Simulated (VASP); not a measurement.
# NaSrI3 in VASP: notebook, part 2 of 2

VASP 6.6.1.

## (3) Single point, r2SCAN (strain +1.5%)

Contents of POSCAR:

```
NaSrI3
1.0
    6.4936540890      0.0000000000      0.0000000000
    0.0000000000      6.4936540890      0.0000000000
    0.0000000000      0.0000000000      6.4936540890
Na Sr I
1 1 3
Direct
    0.0000000000      0.0000000000      0.0000000000
    0.5000000000      0.5000000000      0.5000000000
    0.5000000000      0.5000000000      0.0000000000
    0.5000000000      0.0000000000      0.5000000000
    0.0000000000      0.5000000000      0.5000000000
```

Contents of INCAR.step1:

```
SYSTEM = NaSrI3
PREC = Accurate
ENCUT = 520
ISMEAR = 0
SIGMA = 0.01
LREAL = .FALSE.
LASPH = .TRUE.
NELM = 60
NBANDS = 27
GGA = PE
ALGO = Normal
EDIFF = 1E-4
LWAVE = .TRUE.
LCHARG = .FALSE.
```

Contents of INCAR.step2:

```
SYSTEM = NaSrI3
PREC = Accurate
ENCUT = 520
EDIFF = 1E-6
ISMEAR = 0
SIGMA = 0.01
LREAL = .FALSE.
LASPH = .TRUE.
NELM = 60
ALGO = Normal
ISIF = 2
LWAVE = .FALSE.
LCHARG = .FALSE.
METAGGA = R2SCAN
LMIXTAU = .TRUE.
NBANDS = 27
ISTART = 1
```

Contents of KPOINTS:

```
Automatic mesh
0
G
  4 4 4
  0 0 0
```

Potentials or basis: VASP PAW PBE potentials, release 64 (Na_pv, Sr_sv, I).

Command:

```sh
cat potpaw_PBE.64/Na_pv/POTCAR potpaw_PBE.64/Sr_sv/POTCAR potpaw_PBE.64/I/POTCAR > POTCAR
cp INCAR.step1 INCAR
mpirun -np 1 vasp_std > vasp.out
cp INCAR.step2 INCAR
mpirun -np 1 vasp_std > vasp.out
```

Run time: 4.6 min. Hardware: 1 thread of Intel Xeon Platinum 8259CL at 2.50GHz (Skylake/Cascade Lake), shared host; peak memory 0.4 GiB.

The run converged. Its results:

- Free energy: -99.9258 eV
- Pressure: -0.5 GPa
- Band gap on the k mesh: 3.10 eV, indirect (least direct gap 3.39 eV)

Levels at points of the mesh, in eV from the valence-band top:
```csv
k point,band 17,band 18,band 19,band 20,band 21,band 22
"(0.00, 0.00, 0.00)",-0.28,-0.28,-0.28,3.10,4.73,4.73
"(0.50, 0.00, 0.00)",-0.57,-0.35,-0.35,4.18,4.82,4.98
"(0.50, 0.50, 0.00)",-0.76,-0.76,-0.01,4.27,5.94,5.94
"(0.50, 0.50, 0.50)",0.00,0.00,0.00,3.57,6.34,6.34
```

Caveat: the cell differs from its parent crystal (strain +1.5%); the PAW data sets were made with another functional, which shifts forces and pressure a little; spin-orbit coupling is left out, which moves the levels of the heavy elements.

## (4) Single point, PBE (epitaxial xy strain +2.0%)

Contents of INCAR:

```
  PREC = Accurate
  ENCUT = 520
  EDIFF = 1E-7
  ISMEAR = -1
  SIGMA = 0.02
  LREAL = False
  LASPH = True
  NELM = 100
  ALGO = Normal
  ISIF = 2
  LWAVE = False
  LCHARG = False
  GGA = PE
  NBANDS = 27
```

Contents of KPOINTS:

```
Automatic mesh
0
Gamma
  4 4 4
```

POSCAR: that of step 3 with these lines changed.

```diff
@@ -2,5 +2,5 @@
 1.0
-    6.4936540890      0.0000000000      0.0000000000
-    0.0000000000      6.4936540890      0.0000000000
-    0.0000000000      0.0000000000      6.4936540890
+    6.5256425328      0.0000000000      0.0000000000
+    0.0000000000      6.5256425328      0.0000000000
+    0.0000000000      0.0000000000      6.3679466142
 Na Sr I
```

Potentials or basis: VASP PAW PBE potentials, release 64 (Na_pv, Sr_sv, I).

Command:

```sh
cat potpaw_PBE.64/Na_pv/POTCAR potpaw_PBE.64/Sr_sv/POTCAR potpaw_PBE.64/I/POTCAR > POTCAR
mpirun -np 1 vasp_std > vasp.out
```

OUTCAR:

```text
PREC = Accurate
   ENCUT = 520
   EDIFF = 1E-7
   ISMEAR = -1
   LREAL = False
   LASPH = True
   NELM = 100
   ISIF = 2
   GGA = PE

 ion  position               nearest neighbor table
   1  0.000  0.000  0.000-
   2  0.500  0.500  0.500-   3 3.18   3 3.18   5 3.26   4 3.26   4 3.26   5 3.26
   3  0.500  0.500  0.000-   2 3.18   2 3.18
   4  0.500  0.000  0.500-   2 3.26   2 3.26
   5  0.000  0.500  0.500-   2 3.26   2 3.26

  LATTYP: Found a simple tetragonal cell.
 ALAT       =     6.5256425328
 C/A-ratio  =     0.9758344228

  Lattice vectors:

 A1 = (   6.5256425328,   0.0000000000,   0.0000000000)
 A2 = (   0.0000000000,   6.5256425328,   0.0000000000)
 A3 = (   0.0000000000,   0.0000000000,   6.3679466142)

Analysis of symmetry for initial positions (statically):
=====================================================================
 Subroutine PRICEL returns:
 Original cell was already a primitive cell.

 Routine SETGRP: Setting up the symmetry group for a
 simple tetragonal supercell.

[... 164 lines left out ...]

 E-fermi :   0.1007     XC(G=0):  -6.4152

 val. band max:       -0.4020656942   @ k =   0.5000   0.5000   0.5000
 cond. band min:       1.9727641475   @ k =   0.0000   0.0000   0.0000
 fundamental gap:      2.3748298416
 Fermi energy:         0.1007170531

 k-point     1 :       0.0000    0.0000    0.0000
  band No.  band energies     occupation
      1     -34.4851      2.00000
      2     -25.3952      2.00000
      3     -25.3952      2.00000
      4     -25.3947      2.00000
      5     -16.5319      2.00000
      6     -16.5200      2.00000
[... 529 lines left out ...]
     26       5.7364      0.00000
     27       6.0977      0.00000

------------------------ aborting loop because EDIFF is reached ----------------------------------------

  FORCE on cell =-STRESS in cart. coord.  units (eV):
  Direction    XX          YY          ZZ          XY          YZ          ZX
  --------------------------------------------------------------------------------------
  -------------------------------------------------------------------------------------
  Total       -0.7794433     -0.7794433      0.2812815      0.0000000      0.0000000      0.0000000
  in kB       -4.6052070     -4.6052070      1.6619035      0.0000000      0.0000000      0.0000000
  external PRESSURE =      -2.5161701 kB  Pullay stress =       0.0000000 kB

 VOLUME and BASIS-vectors are now :
 -----------------------------------------------------------------------------
  energy-cutoff  :      520.00
  volume of cell :      271.17
      direct lattice vectors                 reciprocal lattice vectors
     6.525642533  0.000000000  0.000000000     0.153241615  0.000000000  0.000000000
     0.000000000  6.525642533  0.000000000     0.000000000  0.153241615  0.000000000
     0.000000000  0.000000000  6.367946614     0.000000000  0.000000000  0.157036492

 POSITION                                       TOTAL-FORCE (eV/Angst)
 -----------------------------------------------------------------------------------
      0.00000      0.00000      0.00000         0.000000      0.000000      0.000000
      3.26282      3.26282      3.18397         0.000000      0.000000      0.000000
      3.26282      3.26282      0.00000         0.000000      0.000000      0.000000
      3.26282      0.00000      3.18397         0.000000      0.000000      0.000000
      0.00000      3.26282      3.18397         0.000000      0.000000      0.000000
 -----------------------------------------------------------------------------------
    total drift:                                0.000000     -0.000000      0.000000

  FREE ENERGIE OF THE ION-ELECTRON SYSTEM (eV)
  ---------------------------------------------------
  free  energy   TOTEN  =       -14.0910185031 eV

  energy  without entropy=      -14.0910185031  energy(sigma->0) =      -14.09101850
```

Run time: 2.9 min. Hardware: 1 thread of Intel Xeon Platinum 8259CL at 2.50GHz (Skylake/Cascade Lake), shared host; peak memory 0.41 GiB.

What came out:

```
Free energy            : -14.0910 eV
Pressure               : -0.3 GPa
Band gap on the k mesh : 2.37 eV, indirect (least direct gap 2.65 eV)
```

Caveat: the cell differs from its parent crystal (epitaxial xy strain +2.0%); spin-orbit coupling is left out, which moves the levels of the heavy elements. A k mesh can miss the band edges.

## (5) Single point, PBE (epitaxial xy strain +2.5%)

Contents of INCAR:

```
SYSTEM = NaSrI3
  PREC = Accurate
  ENCUT = 520
  EDIFF = 1E-7
  ISMEAR = -1
  SIGMA = 0.02
  LREAL = .False.
  LASPH = .True.
  NELM = 100
  ALGO = Normal
  ISIF = 2
  LWAVE = .False.
  LCHARG = .True.
  GGA = PE
  LELF = .True.
  LVHAR = .True.
  NBANDS = 27
```

Contents of KPOINTS:

```
Automatic mesh
0
Gamma
  4 4 4
  0 0 0
```

POSCAR: that of step 4 with these lines changed.

```diff
@@ -2,5 +2,5 @@
 1.0
-    6.5256425328      0.0000000000      0.0000000000
-    0.0000000000      6.5256425328      0.0000000000
-    0.0000000000      0.0000000000      6.3679466142
+    6.5576309766      0.0000000000      0.0000000000
+    0.0000000000      6.5576309766      0.0000000000
+    0.0000000000      0.0000000000      6.3606739236
 Na Sr I
```

Command:

```sh
cat potpaw_PBE.64/Na_pv/POTCAR potpaw_PBE.64/Sr_sv/POTCAR potpaw_PBE.64/I/POTCAR > POTCAR
mpirun -np 1 vasp_std > vasp.out
```

Run time: 3.3 min. Hardware: 1 thread of Intel Xeon Platinum 8259CL at 2.50GHz (Skylake/Cascade Lake), shared host; peak memory 0.41 GiB.

Results (log left out):

| Item | Value |
| --- | --- |
| Free energy | -14.0820 eV |
| Pressure | -0.3 GPa |
| Band gap on the k mesh | 2.37 eV, indirect (least direct gap 2.65 eV) |

Stress tensor (GPa, compression positive):
```
-0.60  0.00  0.00
 0.00 -0.60  0.00
 0.00  0.00  0.17
```

Levels at points of the mesh, in eV from the valence-band top:
```csv
k point,band 16,band 17,band 18,band 19,band 20,band 21,band 22,band 23
"(0.00, 0.00, 0.00)",-0.46,-0.28,-0.28,-0.27,2.37,4.20,4.20,4.23
"(0.50, 0.00, 0.00)",-0.74,-0.57,-0.34,-0.34,3.32,4.28,4.41,5.15
"(0.50, 0.50, 0.00)",-0.79,-0.72,-0.72,-0.05,3.42,5.29,5.29,5.32
"(0.00, 0.00, 0.50)",-0.83,-0.57,-0.36,-0.36,3.40,4.33,4.33,5.11
"(0.50, 0.00, 0.50)",-0.75,-0.75,-0.75,-0.01,3.38,5.28,5.34,5.35
"(0.50, 0.50, 0.50)",-1.22,-0.04,0.00,0.00,2.80,5.70,5.70,5.74
```

Caveat: the cell differs from its parent crystal (epitaxial xy strain +2.5%); spin-orbit coupling is left out, which moves the levels of the heavy elements. A k mesh can miss the band edges.

## (6) The runs side by side

| level | cell | smearing | gap on the mesh (eV) | pressure (GPa) |
| --- | --- | --- | --- | --- |
| r2SCAN | a = 6.398 Å, 5 atoms | gaussian 0.01 eV | 3.10 | 0.0 |
| r2SCAN | a = 6.494 Å, 5 atoms | gaussian 0.01 eV | 3.10 | -0.5 |
| PBE | a = 6.526, b = 6.526, c = 6.368 Å, 5 atoms | fermi-dirac 0.02 eV | 2.37 | -0.3 |
| PBE | a = 6.558, b = 6.558, c = 6.361 Å, 5 atoms | fermi-dirac 0.02 eV | 2.37 | -0.3 |

Alike in all rows: task single point; potentials or basis VASP PAW PBE potentials, release 64 (Na_pv, Sr_sv, I); no spin polarisation; k mesh 4 × 4 × 4; cutoff (eV) 520.

Caveats: spin-orbit coupling is left out, which moves the levels of the heavy elements; the PAW data sets were made with another functional, which shifts forces and pressure a little (some runs).

Total energies depend on the potentials used, so only differences within one code and one set of settings carry meaning.
